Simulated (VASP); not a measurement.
# Cu (I4/mmm) in VASP: further runs

Runs on Cu. Level: PBEsol. Tasks: single point.

Program: VASP 6.6.1. These are calculated values, not measurements. Logs are shortened: lines on timing, memory, paths and dates and some standing lists are left out, and cuts for length are marked.

**1. The cell of the first run**

Symmetry: I4/mmm, No. 139, tetragonal system. The conventional cell has a = 2.583 Å, b = 2.583 Å, c = 3.742 Å, α = 90.00°, β = 90.00°, γ = 90.00°. Within 3.4 Å of Cu (site symmetry 4/mmm) lie 12 Cu at 2.58 to 2.61 Å.

**2. Single point, PBEsol (strain +0.025 along x and y, +0.050 along z)**

File INCAR:

```
ALGO = Fast
EDIFF = 1E-7
ENCUT = 520
GGA = PS
ISIF = 2
ISMEAR = 0
LASPH = True
LCHARG = False
LREAL = False
LWAVE = False
NBANDS = 12
NELM = 100
PREC = Accurate
SIGMA = 0.15
```

File KPOINTS:

```
k-points
0
Gamma
  28 28 28
```

File POSCAR:

```
Cu
1.0
    0.0000000000      1.8262281590      1.8707703092
    1.8262281590      0.0000000000      1.8707703092
    1.8262281590      1.8262281590      0.0000000000
Cu
1
Direct
    0.0000000000      0.0000000000      0.0000000000
```

Potentials or basis: VASP PAW PBE potentials, release 64 (Cu).

Run with:

```console
$ cat potpaw_PBE.64/Cu/POTCAR > POTCAR
$ mpirun -np 1 vasp_std > vasp.out
```

OUTCAR:

```text
EDIFF = 1E-7
   ENCUT = 520
   GGA = PS
   ISIF = 2
   ISMEAR = 0
   LASPH = True
   LREAL = False
   NELM = 100
   PREC = Accurate

 ion  position               nearest neighbor table
   1  0.000  0.000  0.000-

  LATTYP: Found a body centered tetragonal cell.
 ALAT       =     2.5826766304
 C/A-ratio  =     1.4487065761

  Lattice vectors:

 A1 = (  -1.8262281590,   0.0000000000,   1.8707703092)
 A2 = (   1.8262281590,   0.0000000000,   1.8707703092)
 A3 = (   0.0000000000,   1.8262281590,  -1.8707703092)

Analysis of symmetry for initial positions (statically):
=====================================================================
 Subroutine PRICEL returns:
 Original cell was already a primitive cell.

 Routine SETGRP: Setting up the symmetry group for a
 body centered tetragonal supercell.

 Subroutine GETGRP returns: Found 16 space group operations
 (whereof 16 operations were pure point group operations)
 out of a pool of 16 trial point group operations.

The static configuration has the point symmetry D_4h.

Analysis of symmetry for dynamics (positions and initial velocities):
=====================================================================
 Subroutine PRICEL returns:
 Original cell was already a primitive cell.

 Routine SETGRP: Setting up the symmetry group for a
 body centered tetragonal supercell.

 Subroutine GETGRP returns: Found 16 space group operations
 (whereof 16 operations were pure point group operations)
 out of a pool of 16 trial point group operations.

The dynamic configuration has the point symmetry D_4h.

 Subroutine INISYM returns: Found 16 space group operations
 (whereof 16 operations are pure point group operations),
 and found     1 'primitive' translations

----------------------------------------------------------------------------------------

                                     Primitive cell

  volume of cell :      12.4784

  direct lattice vectors                    reciprocal lattice vectors
     0.000000000  1.826228159  1.870770309    -0.273788353  0.273788353  0.267269583
     1.826228159  0.000000000  1.870770309     0.273788353 -0.273788353  0.267269583
     1.826228159  1.826228159  0.000000000     0.273788353  0.273788353 -0.267269583

  length of vectors
     2.614362415  2.614362415  2.582676630     0.470481832  0.470481832  0.470481832

  position of ions in fractional coordinates (direct lattice)
     0.000000000  0.000000000  0.000000000

  ion indices of the primitive-cell ions
   primitive index   ion index
                 1           1

----------------------------------------------------------------------------------------
[... 83 lines left out ...]
   EMIN   =  10.00;   EMAX   =-10.00  energy-range for DOS
   EFERMI =   0.00;   METHOD = LEGACY
   ISMEAR =     0;   SIGMA  =   0.15  broadening in eV -4-tet -1-fermi 0-gaus
   EFERMI_NEDOS =   21; number of points for ismear=-14 and -15
   IALGO  =     68    algorithm
   IMIX   =      4    mixing-type and parameters
     AMIX     =   0.40;   BMIX     =  1.00
     AMIX_MAG =   1.60;   BMIX_MAG =  1.00
  volume/ion in A,a.u.               =      12.48        84.21
  Fermi-wavevector in a.u.,A,eV,Ry     =   1.569708  2.966318 33.524528  2.463983
  Thomas-Fermi vector in A             =   2.671550
   LORBIT       =      0    0 simple, 1 ext, 2 COOP (PROOUT), +10 PAW based schemes
   GGA     = PS    functional components
   LHFCALC =     F    Hartree Fock is set to
   AEXX    =    0.0000 exact exchange contribution
   IVDW    =     0    specifies the selected vdW correction
   LEPSILON=     F    determine dielectric tensor
   LRPA    =     F    only Hartree local field effects (RPA)
 non-spin polarized calculation
 RMM-DIIS sequential band-by-band and
 Gauss-broadening in eV      SIGMA  =   0.15
  energy-cutoff  :      520.00
  volume of cell :       12.48
 maximum number of plane-waves:       347
   NGX =  9   NGY =  9   NGZ =  9

 number of electron      10.9999987 magnetization

 Free energy of the ion-electron system (eV)
  ---------------------------------------------------
  ext. energy  EPLUGINS =         0.00000000
  ---------------------------------------------------
  free energy    TOTEN  =        -4.26357713 eV

  energy without entropy =       -4.26040894  energy(sigma->0) =       -4.26199303

 E-fermi :   6.7467     XC(G=0): -12.5900

 val. band max:        6.7340146339   @ k =   0.5000  -0.0000   0.1071
 cond. band min:       6.7481416733   @ k =   0.4643   0.0000   0.2143
 fundamental gap:      0.0141270394
 Fermi energy:         6.7467013426

 k-point     1 :       0.0000    0.0000    0.0000
  band No.  band energies     occupation
      1      -2.2361      2.00000
      2       3.8034      2.00000
      3       3.9140      2.00000
      4       3.9140      2.00000
      5       4.5834      2.00000
      6       4.6935      2.00000
      7      28.8905      0.00000
      8      31.0478      0.00000
      9      31.0952      0.00000
     10      31.0952      0.00000
     11      33.5120      0.00000
     12      33.5131      0.00000
[... 331 lines left out ...]
 k-point    24 :       0.3214    0.0357    0.0000
  band No.  band energies     occupation
      1       0.7240      2.00000
      2       3.7215      2.00000
      3       3.9146      2.00000
      4       4.0471      2.00000
      5       4.8327      2.00000
      6       4.9075      2.00000
      7      16.0574      0.00000
      8      27.5173      0.00000
      9      27.8761      0.00000
     10      28.8915      0.00000
     11      31.7766      0.00000
     12      34.4211      0.00000

 [... further k-points ...]

------------------------ aborting loop because EDIFF is reached ----------------------------------------

  FORCE on cell =-STRESS in cart. coord.  units (eV):
  Direction    XX          YY          ZZ          XY          YZ          ZX
  --------------------------------------------------------------------------------------
  -------------------------------------------------------------------------------------
  Total       -0.9209674     -0.9209674     -1.0247937      0.0000000     -0.0000000      0.0000000
  in kB     -118.2481424   -118.2481424   -131.5789773      0.0000000     -0.0000000      0.0000000
  external PRESSURE =    -122.6917540 kB  Pullay stress =       0.0000000 kB

 VOLUME and BASIS-vectors are now :
 -----------------------------------------------------------------------------
  energy-cutoff  :      520.00
  volume of cell :       12.48
      direct lattice vectors                 reciprocal lattice vectors
     0.000000000  1.826228159  1.870770309    -0.273788353  0.273788353  0.267269583
     1.826228159  0.000000000  1.870770309     0.273788353 -0.273788353  0.267269583
     1.826228159  1.826228159  0.000000000     0.273788353  0.273788353 -0.267269583

 POSITION                                       TOTAL-FORCE (eV/Angst)
 -----------------------------------------------------------------------------------
      0.00000      0.00000      0.00000        -0.000000      0.000000     -0.000000
 -----------------------------------------------------------------------------------
    total drift:                                0.000000     -0.000000      0.000000

  FREE ENERGIE OF THE ION-ELECTRON SYSTEM (eV)
  ---------------------------------------------------
  free  energy   TOTEN  =        -4.2635771329 eV

  energy  without entropy=       -4.2604089371  energy(sigma->0) =       -4.26199303
```

Wall time 2.8 min (1 thread of Intel Xeon Platinum 8488C (Sapphire Rapids), shared host); peak memory 0.33 GiB.

What came out:

| Item | Value |
| --- | --- |
| Free energy | -4.2636 eV |
| Pressure | -12.3 GPa |

Caveat: the cell differs from its parent crystal (strain +0.025 along x and y, +0.050 along z); the PAW data sets were made with another functional, which shifts forces and pressure a little.

**3. Single point, PBEsol (strain +0.050 along x and y, +0.025 along z)**

File INCAR:

```
PREC     = Accurate       # precision mode
ENCUT    = 520            # plane-wave cutoff, eV
EDIFF    = 1E-6           # SCF threshold, eV
ISMEAR   = 0              # smearing method
SIGMA    = 0.15           # smearing width, eV
LREAL    = F              # projectors in reciprocal space
LASPH    = T              # aspherical terms in the spheres
NELM     = 80             # most SCF steps
ALGO     = Fast           # electronic algorithm
ISIF     = 2              # what is computed and relaxed
LWAVE    = F              # write WAVECAR
LCHARG   = F              # write CHGCAR
GGA      = PS             # functional
NBANDS   = 12             # bands
```

File KPOINTS:

```
regular mesh
0
Gamma
  28 28 28
```

File POSCAR:

```
Cu
1.0
    0.0000000000      1.8707703092      1.8262281590
    1.8707703092      0.0000000000      1.8262281590
    1.8707703092      1.8707703092      0.0000000000
Cu
1
Direct
    0.0000000000      0.0000000000      0.0000000000
```

Potentials or basis: VASP PAW PBE potentials, release 64 (Cu).

Run with:

```console
$ cat potpaw_PBE.64/Cu/POTCAR > POTCAR
$ mpirun -np 1 vasp_std > vasp.out
```

OUTCAR:

```text
PREC = Accurate
   ENCUT = 520
   EDIFF = 1E-6
   ISMEAR = 0
   LREAL = F
   LASPH = T
   NELM = 80
   ISIF = 2
   GGA = PS

 ion  position               nearest neighbor table
   1  0.000  0.000  0.000-

  LATTYP: Found a body centered tetragonal cell.
 ALAT       =     2.6456687434
 C/A-ratio  =     1.3805418109

  Lattice vectors:

 A1 = (   0.0000000000,  -1.8707703092,  -1.8262281590)
 A2 = (   0.0000000000,   1.8707703092,  -1.8262281590)
 A3 = (   1.8707703092,   0.0000000000,   1.8262281590)

Analysis of symmetry for initial positions (statically):
=====================================================================
 Subroutine PRICEL returns:
 Original cell was already a primitive cell.

 Routine SETGRP: Setting up the symmetry group for a
 body centered tetragonal supercell.

 Subroutine GETGRP returns: Found 16 space group operations
 (whereof 16 operations were pure point group operations)
 out of a pool of 16 trial point group operations.

The static configuration has the point symmetry D_4h.

Analysis of symmetry for dynamics (positions and initial velocities):
=====================================================================
 Subroutine PRICEL returns:
 Original cell was already a primitive cell.

 Routine SETGRP: Setting up the symmetry group for a
 body centered tetragonal supercell.

 Subroutine GETGRP returns: Found 16 space group operations
 (whereof 16 operations were pure point group operations)
 out of a pool of 16 trial point group operations.

The dynamic configuration has the point symmetry D_4h.

 Subroutine INISYM returns: Found 16 space group operations
 (whereof 16 operations are pure point group operations),
 and found     1 'primitive' translations

----------------------------------------------------------------------------------------

                                     Primitive cell

  volume of cell :      12.7828

[... 113 lines left out ...]
   AEXX    =    0.0000 exact exchange contribution
   IVDW    =     0    specifies the selected vdW correction
   LEPSILON=     F    determine dielectric tensor
   LRPA    =     F    only Hartree local field effects (RPA)
 non-spin polarized calculation
 RMM-DIIS sequential band-by-band and
 Gauss-broadening in eV      SIGMA  =   0.15
  energy-cutoff  :      520.00
  volume of cell :       12.78
 maximum number of plane-waves:       356
   NGX =  9   NGY =  9   NGZ =  9

 number of electron      10.9999994 magnetization

 Free energy of the ion-electron system (eV)
  ---------------------------------------------------
  ext. energy  EPLUGINS =         0.00000000
  ---------------------------------------------------
  free energy    TOTEN  =        -4.23851294 eV

  energy without entropy =       -4.23531065  energy(sigma->0) =       -4.23691179

 E-fermi :   6.4692     XC(G=0): -12.4530

 val. band max:        6.4668404250   @ k =   0.5000   0.3214   0.1429
 cond. band min:       6.4742140503   @ k =   0.4643   0.3214   0.0357
 fundamental gap:      0.0073736254
 Fermi energy:         6.4692494576

 k-point     1 :       0.0000    0.0000    0.0000
  band No.  band energies     occupation
      1      -2.3378      2.00000
      2       3.6337      2.00000
      3       3.6337      2.00000
      4       3.7362      2.00000
      5       4.3500      2.00000
      6       4.4522      2.00000
      7      28.4183      0.00000
      8      30.4136      0.00000
      9      30.4136      0.00000
     10      30.4548      0.00000
     11      32.8403      0.00000
     12      32.8866      0.00000
[... 331 lines left out ...]
 k-point    24 :       0.3214    0.0357    0.0000
  band No.  band energies     occupation
      1       0.6033      2.00000
      2       3.5315      2.00000
      3       3.7280      2.00000
      4       3.8078      2.00000
      5       4.5891      2.00000
      6       4.6623      2.00000
      7      15.5550      0.00000
      8      26.4414      0.00000
      9      26.9995      0.00000
     10      29.4442      0.00000
     11      32.0458      0.00000
     12      32.8467      0.00000

 [... further k-points ...]

------------------------ aborting loop because EDIFF is reached ----------------------------------------

  FORCE on cell =-STRESS in cart. coord.  units (eV):
  Direction    XX          YY          ZZ          XY          YZ          ZX
  --------------------------------------------------------------------------------------
  -------------------------------------------------------------------------------------
  Total       -1.1726234     -1.1726234     -1.0929745      0.0000000      0.0000000      0.0000000
  in kB     -146.9748936   -146.9748936   -136.9918247      0.0000000      0.0000000      0.0000000
  external PRESSURE =    -143.6472040 kB  Pullay stress =       0.0000000 kB

 VOLUME and BASIS-vectors are now :
 -----------------------------------------------------------------------------
  energy-cutoff  :      520.00
  volume of cell :       12.78
      direct lattice vectors                 reciprocal lattice vectors
     0.000000000  1.870770309  1.826228159    -0.267269583  0.267269583  0.273788353
     1.870770309  0.000000000  1.826228159     0.267269583 -0.267269583  0.273788353
     1.870770309  1.870770309  0.000000000     0.267269583  0.267269583 -0.273788353

 POSITION                                       TOTAL-FORCE (eV/Angst)
 -----------------------------------------------------------------------------------
      0.00000      0.00000      0.00000         0.000000      0.000000      0.000000
 -----------------------------------------------------------------------------------
    total drift:                                0.000000      0.000000      0.000000

  FREE ENERGIE OF THE ION-ELECTRON SYSTEM (eV)
  ---------------------------------------------------
  free  energy   TOTEN  =        -4.2385129381 eV

  energy  without entropy=       -4.2353106483  energy(sigma->0) =       -4.23691179
```

Run time: 3.2 min. Hardware: 1 thread of Intel Xeon Platinum 8488C (Sapphire Rapids), shared host; peak memory 0.34 GiB.

What came out:

```
Free energy : -4.2385 eV
Pressure    : -14.4 GPa
```

Caveat: the cell differs from its parent crystal (strain +0.050 along x and y, +0.025 along z); the PAW data sets were made with another functional, which shifts forces and pressure a little.

**4. Single point, PBEsol (strain -0.025 along x and y, +0.025 along z)**

File INCAR:

```
SYSTEM = Cu
  ALGO = Fast
  EDIFF = 1E-6
  ENCUT = 520
  GGA = PS
  ISIF = 2
  ISMEAR = 0
  LASPH = .TRUE.
  LCHARG = .FALSE.
  LREAL = .FALSE.
  LWAVE = .FALSE.
  NBANDS = 12
  NELM = 100
  PREC = Accurate
  SIGMA = 0.15
```

File KPOINTS:

```
k-points
0
G
  28 28 28
  0 0 0
```

File POSCAR:

```
Cu
1.0
    0.0000000000      1.7371438586      1.8262281590
    1.7371438586      0.0000000000      1.8262281590
    1.7371438586      1.7371438586      0.0000000000
Cu
1
Direct
    0.0000000000      0.0000000000      0.0000000000
```

Run with:

```console
$ cat potpaw_PBE.64/Cu/POTCAR > POTCAR
$ mpirun -np 1 vasp_std > vasp.out
```

Wall time 2 min (1 thread of Intel Xeon Platinum 8488C (Sapphire Rapids), shared host); peak memory 0.32 GiB.

Results (log left out):

```
Free energy : -4.3002 eV
Pressure    : 5.6 GPa
```

Stress tensor (GPa, compression positive):
```
7.03 0.00 0.00
0.00 7.03 0.00
0.00 0.00 2.78
```

Levels at points of the mesh, in eV from the Fermi level:
| k point | band 4 | band 5 | band 6 | band 7 | band 8 | band 9 |
| --- | --- | --- | --- | --- | --- | --- |
| (0.00, 0.00, 0.00) | -3.17 | -2.49 | -2.21 | 23.16 | 26.10 | 26.39 |
| (0.50, 0.00, 0.00) | -1.76 | -1.66 | -1.26 | 4.09 | 20.85 | 23.03 |
| (0.50, 0.50, 0.00) | -1.57 | -1.57 | 0.67 | 6.69 | 14.40 | 14.40 |
| (0.50, 0.00, 0.50) | -1.65 | -1.46 | 1.77 | 8.03 | 13.14 | 13.22 |

Caveat: the cell differs from its parent crystal (strain -0.025 along x and y, +0.025 along z); the PAW data sets were made with another functional, which shifts forces and pressure a little.

(Part 1 of 2 ends here.)
